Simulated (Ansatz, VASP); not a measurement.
**Hf: VASP beside Ansatz**

Contents of POSCAR:

```
Hf
1.0
   -1.8050000000      1.8050000000      1.8050000000
    1.8050000000     -1.8050000000      1.8050000000
    1.8050000000      1.8050000000     -1.8050000000
Hf
1
Direct
    0.0000000000      0.0000000000      0.0000000000
```

The input INCAR.step1:

```
SYSTEM = Hf
  PREC = Accurate
  ENCUT = 600
  EDIFF = 1E-5
  ISMEAR = -1
  SIGMA = 0.05
  LREAL = .FALSE.
  LASPH = .TRUE.
  NELM = 60
  ALGO = Normal
  LWAVE = .TRUE.
  LCHARG = .FALSE.
  GGA = PE
  NBANDS = 11
```

File INCAR.step2:

```
SYSTEM = Hf
  PREC = Accurate
  ENCUT = 600
  EDIFF = 1E-6
  ISMEAR = -1
  SIGMA = 0.05
  LREAL = .FALSE.
  LASPH = .TRUE.
  NELM = 60
  ALGO = Normal
  ISIF = 3
  LWAVE = .FALSE.
  LCHARG = .FALSE.
  GGA = B3
  LHFCALC = .TRUE.
  AEXX = 0.2
  AGGAX = 0.72
  AGGAC = 0.81
  ALDAC = 0.19
  PRECFOCK = Normal
  IBRION = 2
  NSW = 60
  EDIFFG = -0.01
  ISTART = 1
```

File KPOINTS:

```
Automatic mesh
0
G
  5 5 5
  0 0 0
```

input

```
crystal:
  lattice:
    - [-1.805, 1.805, 1.805]
    - [1.805, -1.805, 1.805]
    - [1.805, 1.805, -1.805]
  atoms:
    - { symbol: Hf, position: [0.0, 0.0, 0.0] }
hamiltonian:
  xc: b3lyp
  pseudopotentials: { kind: paw }
kpoints:
  mp_grid: { grid: [5, 5, 5] }
scf:
  occupations: { method: fermi_dirac, width: 0.05 }
output:
  forces: true
  stress: true
  eigenvalues: true
relax:
  f_tol: 0.01
  max_steps: 40
  cell: { stress_tol: 0.05 }
```

Alike in both runs: task relaxation of cell and atoms; functional B3LYP; k mesh 5 × 5 × 5; occupations fermi-dirac, width 0.05 eV; no spin polarisation.

|  | VASP | Ansatz |
| --- | --- | --- |
| version | VASP 6.6.1 | Ansatz 0.2.0 |
| potentials or method | VASP PAW PBE potentials, release 64 (Hf_pv) | Ansatz PAW |
| plane-wave cutoff (eV) | 600 | 420 |
| valence electrons in the cell | 10 | 26 |

|  | VASP | Ansatz | Ansatz less VASP |
| --- | --- | --- | --- |
| gap on the k mesh at the Fermi level, each at its own relaxed structure (eV) | none | none | - |
| relaxed volume (Å³/atom) | 22.37 | 22.59 | +0.225 |
| relaxed cell length with the largest relative difference (Å) | 3.074 | 3.084 | +0.0103 |

VASP's potentials were made for PBE, not for B3LYP. A gap of «none» marks a metal or a gap that the smearing closes. VASP's potentials hold 10 valence electrons a cell and Ansatz's 26, so a difference there can come from the potentials and not from the codes.

The k mesh is coarse, so the values compare programs but aren't converged. Neither program's run includes spin-orbit coupling. Noted on Ansatz's run: the plane-wave basis is chosen anew once the cell has moved, so the energies of steps on either side of that aren't comparable.
